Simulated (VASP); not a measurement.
# Zn23PbO24 (a cell with a defect) in VASP: single point with PBE

Aim: the single point of Zn23PbO24 (a cell with a defect) with PBE.

All numbers are computed with VASP 6.6.1; they aren't measurements. Logs are shortened: lines on timing, memory, paths and dates and some standing lists are left out, and cuts for length are marked.

### 1 The cell of the first run

The cell holds a defect, 48 atoms: a = 6.475 Å, b = 9.712 Å, c = 10.444 Å, α = 90.00°, β = 90.00°, γ = 120.00°.

### 2 Single point, PBE

INCAR reads:

```
  PREC = Accurate
  ENCUT = 520
  EDIFF = 1E-6
  ISMEAR = -1
  SIGMA = 0.01
  LREAL = Auto
  LASPH = True
  NELM = 100
  ALGO = Normal
  ISIF = 2
  LWAVE = False
  LCHARG = False
  GGA = PE
  NBANDS = 247
```

KPOINTS reads:

```
Automatic mesh
0
Gamma
  3 2 2
```

POSCAR reads:

```
Zn23PbO24
1.0
    6.4747020470      0.0000000000      0.0000000000
   -4.8560265352      8.4108846819      0.0000000000
    0.0000000000      0.0000000000     10.4441226000
Pb Zn O
1 23 24
Direct
    0.3333333333      0.1111111111      0.2502958500
    0.3333333333      0.1111111111      0.7502958500
    0.3333333333      0.4444444444      0.2502958500
    0.3333333333      0.4444444444      0.7502958500
    0.3333333333      0.7777777778      0.2502958500
    0.3333333333      0.7777777778      0.7502958500
    0.8333333333      0.1111111111      0.2502958500
    0.8333333333      0.1111111111      0.7502958500
    0.8333333333      0.4444444444      0.2502958500
    0.8333333333      0.4444444444      0.7502958500
    0.8333333333      0.7777777778      0.2502958500
    0.8333333333      0.7777777778      0.7502958500
    0.1666666667      0.2222222222      0.0002958500
    0.1666666667      0.2222222222      0.5002958500
    0.1666666667      0.5555555556      0.0002958500
    0.1666666667      0.5555555556      0.5002958500
    0.1666666667      0.8888888889      0.0002958500
    0.1666666667      0.8888888889      0.5002958500
    0.6666666667      0.2222222222      0.0002958500
    0.6666666667      0.2222222222      0.5002958500
    0.6666666667      0.5555555556      0.0002958500
    0.6666666667      0.5555555556      0.5002958500
    0.6666666667      0.8888888889      0.0002958500
    0.6666666667      0.8888888889      0.5002958500
    0.3333333333      0.1111111111      0.4398591500
    0.3333333333      0.1111111111      0.9398591500
    0.3333333333      0.4444444444      0.4398591500
    0.3333333333      0.4444444444      0.9398591500
    0.3333333333      0.7777777778      0.4398591500
    0.3333333333      0.7777777778      0.9398591500
    0.8333333333      0.1111111111      0.4398591500
    0.8333333333      0.1111111111      0.9398591500
    0.8333333333      0.4444444444      0.4398591500
    0.8333333333      0.4444444444      0.9398591500
    0.8333333333      0.7777777778      0.4398591500
    0.8333333333      0.7777777778      0.9398591500
    0.1666666667      0.2222222222      0.1898591500
    0.1666666667      0.2222222222      0.6898591500
    0.1666666667      0.5555555556      0.1898591500
    0.1666666667      0.5555555556      0.6898591500
    0.1666666667      0.8888888889      0.1898591500
    0.1666666667      0.8888888889      0.6898591500
    0.6666666667      0.2222222222      0.1898591500
    0.6666666667      0.2222222222      0.6898591500
    0.6666666667      0.5555555556      0.1898591500
    0.6666666667      0.5555555556      0.6898591500
    0.6666666667      0.8888888889      0.1898591500
    0.6666666667      0.8888888889      0.6898591500
```

Potentials or basis: VASP PAW PBE potentials, release 64 (Pb_d, Zn, O).

Launch:

```console
> cat potpaw_PBE.64/Pb_d/POTCAR potpaw_PBE.64/Zn/POTCAR potpaw_PBE.64/O/POTCAR > POTCAR
> mpirun -np 1 vasp_std > vasp.out
```

OUTCAR:

```text
PREC = Accurate
   ENCUT = 520
   EDIFF = 1E-6
   ISMEAR = -1
   LREAL = Auto
   LASPH = True
   NELM = 100
   ISIF = 2
   GGA = PE

 ion  position               nearest neighbor table
   1  0.333  0.111  0.250-  37 1.97  41 1.97  43 1.97  25 1.98  13 3.21  14 3.21  17 3.21  18 3.21
                            19 3.21  20 3.21   3 3.24   5 3.24   9 3.24  11 3.24   7 3.24   7 3.24
   2  0.333  0.111  0.750-  38 1.97  42 1.97  44 1.97  26 1.98
   3  0.333  0.444  0.250-  37 1.97  39 1.97  45 1.97  27 1.98   1 3.24
   4  0.333  0.444  0.750-  38 1.97  40 1.97  46 1.97  28 1.98
   5  0.333  0.778  0.250-  41 1.97  39 1.97  47 1.97  29 1.98   1 3.24
   6  0.333  0.778  0.750-  42 1.97  40 1.97  48 1.97  30 1.98
   7  0.833  0.111  0.250-  43 1.97  47 1.97  37 1.97  31 1.98   1 3.24   1 3.24
   8  0.833  0.111  0.750-  44 1.97  48 1.97  38 1.97  32 1.98
   9  0.833  0.444  0.250-  43 1.97  45 1.97  39 1.97  33 1.98   1 3.24
  10  0.833  0.444  0.750-  44 1.97  46 1.97  40 1.97  34 1.98
  11  0.833  0.778  0.250-  47 1.97  45 1.97  41 1.97  35 1.98   1 3.24
  12  0.833  0.778  0.750-  48 1.97  46 1.97  42 1.97  36 1.98
  13  0.167  0.222  0.000-  26 1.97  28 1.97  32 1.97  37 1.98   1 3.21
  14  0.167  0.222  0.500-  25 1.97  27 1.97  31 1.97  38 1.98   1 3.21
  15  0.167  0.556  0.000-  30 1.97  28 1.97  34 1.97  39 1.98
  16  0.167  0.556  0.500-  29 1.97  27 1.97  33 1.97  40 1.98
  17  0.167  0.889  0.000-  30 1.97  26 1.97  36 1.97  41 1.98   1 3.21
  18  0.167  0.889  0.500-  29 1.97  25 1.97  35 1.97  42 1.98   1 3.21
  19  0.667  0.222  0.000-  32 1.97  34 1.97  26 1.97  43 1.98   1 3.21
  20  0.667  0.222  0.500-  31 1.97  33 1.97  25 1.97  44 1.98   1 3.21
  21  0.667  0.556  0.000-  36 1.97  34 1.97  28 1.97  45 1.98
  22  0.667  0.556  0.500-  35 1.97  33 1.97  27 1.97  46 1.98
  23  0.667  0.889  0.000-  36 1.97  32 1.97  30 1.97  47 1.98
  24  0.667  0.889  0.500-  35 1.97  31 1.97  29 1.97  48 1.98
[... 22 lines left out ...]
  47  0.667  0.889  0.190-  11 1.97   7 1.97   5 1.97  23 1.98
  48  0.667  0.889  0.690-  12 1.97   8 1.97   6 1.97  24 1.98

  LATTYP: Found a simple monoclinic cell.
 ALAT       =     6.4747020470
 B/A-ratio  =     1.6130661340
 C/A-ratio  =     1.3228756555
 COS(beta)  =    -0.1889822365

  Lattice vectors:

 A1 = (   6.4747020470,   0.0000000000,   0.0000000000)
 A2 = (   0.0000000000,   0.0000000000,  10.4441226000)
 A3 = (  -1.6186755118,  -8.4108846819,   0.0000000000)

Analysis of symmetry for initial positions (statically):
=====================================================================
 Subroutine PRICEL returns:
[... 221 lines left out ...]
   IBRION =     -1    ionic relax: 0-MD 1-quasi-New 2-CG
   NFREE  =      0    steps in history (QN), initial steepest desc. (CG)
   ISIF   =      2    stress and relaxation
   ISYM   =      2    0-nonsym 1-usesym 2-fastsym
   POTIM  = 0.5000    time-step for ionic-motion
   TEBEG  =    0.0;   TEEND  =   0.0 temperature during run
   PSTRESS=    0.0 pullay stress
   NELECT =     434.0000    total number of electrons
   NUPDOWN=      -1.0000    fix difference up-down
   EMIN   =  10.00;   EMAX   =-10.00  energy-range for DOS
   EFERMI =   0.00;   METHOD = LEGACY
   ISMEAR =    -1;   SIGMA  =   0.01  broadening in eV -4-tet -1-fermi 0-gaus
   EFERMI_NEDOS =   21; number of points for ismear=-14 and -15
   IALGO  =     38    algorithm
   IMIX   =      4    mixing-type and parameters
     AMIX     =   0.40;   BMIX     =  1.00
     AMIX_MAG =   1.60;   BMIX_MAG =  1.00
  volume/ion in A,a.u.               =      11.85        79.96
  Fermi-wavevector in a.u.,A,eV,Ry     =   1.495984  2.827000 30.449403  2.237968
  Thomas-Fermi vector in A             =   2.608059
   LORBIT       =      0    0 simple, 1 ext, 2 COOP (PROOUT), +10 PAW based schemes
   GGA     = PE    functional components
   LHFCALC =     F    Hartree Fock is set to
   AEXX    =    0.0000 exact exchange contribution
   IVDW    =     0    specifies the selected vdW correction
   LEPSILON=     F    determine dielectric tensor
   LRPA    =     F    only Hartree local field effects (RPA)
 non-spin polarized calculation
  energy-cutoff  :      520.00
  volume of cell :      568.77
 maximum number of plane-waves:     15331
   NGX = 25   NGY = 37   NGZ = 39

 number of electron     434.0000224 magnetization

 Free energy of the ion-electron system (eV)
  ---------------------------------------------------
  ext. energy  EPLUGINS =         0.00000000
  ---------------------------------------------------
  free energy    TOTEN  =      -211.32983731 eV

  energy without entropy =     -211.32970457  energy(sigma->0) =     -211.32977094

 E-fermi :   3.5057     XC(G=0): -11.0285

 val. band max:        3.4452692448   @ k =   0.3333   0.5000   0.5000
 cond. band min:       3.5569759113   @ k =   0.0000   0.0000   0.5000
 fundamental gap:      0.1117066665
 Fermi energy:         3.5057419744

 k-point     1 :       0.0000    0.0000    0.0000
  band No.  band energies     occupation
      1     -17.5409      2.00000
      2     -17.4689      2.00000
      3     -17.4417      2.00000
      4     -17.4407      2.00000
      5     -16.2609      2.00000
      6     -16.0427      2.00000
[... 1845 lines left out ...]
    228       7.4080      0.00000
    229       7.4841      0.00000
 [bands above 229 left out]

------------------------ aborting loop because EDIFF is reached ----------------------------------------

  FORCE on cell =-STRESS in cart. coord.  units (eV):
  Direction    XX          YY          ZZ          XY          YZ          ZX
  --------------------------------------------------------------------------------------
  -------------------------------------------------------------------------------------
  Total       42.7936551     42.5324769     43.2834724     -0.0029239     -0.0014307      0.0001870
  in kB      120.5470360    119.8113136    121.9268206     -0.0082366     -0.0040302      0.0005267
  external PRESSURE =     120.7617234 kB  Pullay stress =       0.0000000 kB

 VOLUME and BASIS-vectors are now :
 -----------------------------------------------------------------------------
  energy-cutoff  :      520.00
  volume of cell :      568.77
      direct lattice vectors                 reciprocal lattice vectors
     6.474702047  0.000000000  0.000000000     0.154447261  0.089170168  0.000000000
    -4.856026535  8.410884682  0.000000000     0.000000000  0.118893557  0.000000000
     0.000000000  0.000000000 10.444122600     0.000000000  0.000000000  0.095747631

 POSITION                                       TOTAL-FORCE (eV/Angst)
 -----------------------------------------------------------------------------------
      1.61868      0.93454      2.61412         0.001415     -0.015472      0.045942
      1.61868      0.93454      7.83618         0.000130     -0.002278     -0.062947
      0.00000      3.73817      2.61412        -0.120670      0.541515      0.132821
      0.00000      3.73817      7.83618         0.001764      0.025498     -0.017062
     -1.61868      6.54180      2.61412         0.367097     -0.391673      0.133144
     -1.61868      6.54180      7.83618         0.015451     -0.011400     -0.018763
[... 40 lines left out ...]
      0.00000      7.47634      1.98291         0.000519      0.057276      0.014929
      0.00000      7.47634      7.20497        -0.000175      0.002813     -0.021331
 -----------------------------------------------------------------------------------
    total drift:                               -0.000003     -0.000009     -0.176236

  FREE ENERGIE OF THE ION-ELECTRON SYSTEM (eV)
  ---------------------------------------------------
  free  energy   TOTEN  =      -211.3298373110 eV

  energy  without entropy=     -211.3297045666  energy(sigma->0) =     -211.32977094
```

It took 36 min on 1 thread of Intel Xeon Platinum 8559C (Emerald Rapids), shared host; peak memory 1 GiB.

What came out:

```yaml
Free_energy: -211.3298 eV
Pressure: 12.1 GPa
Largest_force: 4.291 eV/Å
Band_gap_on_the_k_mesh: 0.11 eV
```

Forces on the atoms (eV/Å):
```
Pb   0.001 -0.015  0.046
Zn   0.000 -0.002 -0.063
Zn  -0.121  0.542  0.133
Zn   0.002  0.025 -0.017
Zn   0.367 -0.392  0.133
Zn   0.015 -0.011 -0.019
Zn   0.000 -0.318  0.226
Zn   0.000 -0.021 -0.028
Zn   0.121  0.542  0.134
Zn  -0.002  0.025 -0.016
Zn  -0.367 -0.375  0.135
Zn  -0.015 -0.013 -0.019
Zn  -0.169  0.126 -0.582
Zn  -0.372  0.261  0.439
Zn  -0.003 -0.004 -0.046
Zn   0.000 -0.001  0.076
Zn   0.000 -0.221 -0.576
Zn   0.001 -0.475  0.429
Zn   0.169  0.126 -0.582
Zn   0.372  0.261  0.439
Zn   0.003  0.012 -0.068
Zn  -0.001  0.001  0.082
Zn   0.000 -0.037 -0.100
Zn  -0.001 -0.049  0.105
O   -0.001  0.007  4.151
O    0.000  0.004  0.052
O    0.004 -0.076 -0.049
O    0.010 -0.051  0.043
O   -0.053  0.051 -0.052
O   -0.033  0.037  0.049
O    0.001  0.071 -0.080
O    0.000  0.034  0.066
O   -0.005 -0.078 -0.050
O   -0.010 -0.056  0.041
O    0.053  0.044 -0.054
O    0.032  0.038  0.051
O   -3.527  1.991 -1.415
O    0.006 -0.013 -0.072
O   -0.003 -0.005  0.052
O    0.000 -0.001 -0.016
O   -0.002 -4.036 -1.426
O    0.000  0.013 -0.069
O    3.526  1.995 -1.415
O   -0.006 -0.013 -0.072
O    0.003 -0.002  0.028
O    0.000  0.003 -0.017
O    0.001  0.057  0.015
O    0.000  0.003 -0.021
```

Stress tensor (GPa, compression positive):
```
12.05  0.00  0.00
 0.00 11.98  0.00
 0.00  0.00 12.19
```

Caveat: spin-orbit coupling is left out, which moves the levels of the heavy elements.
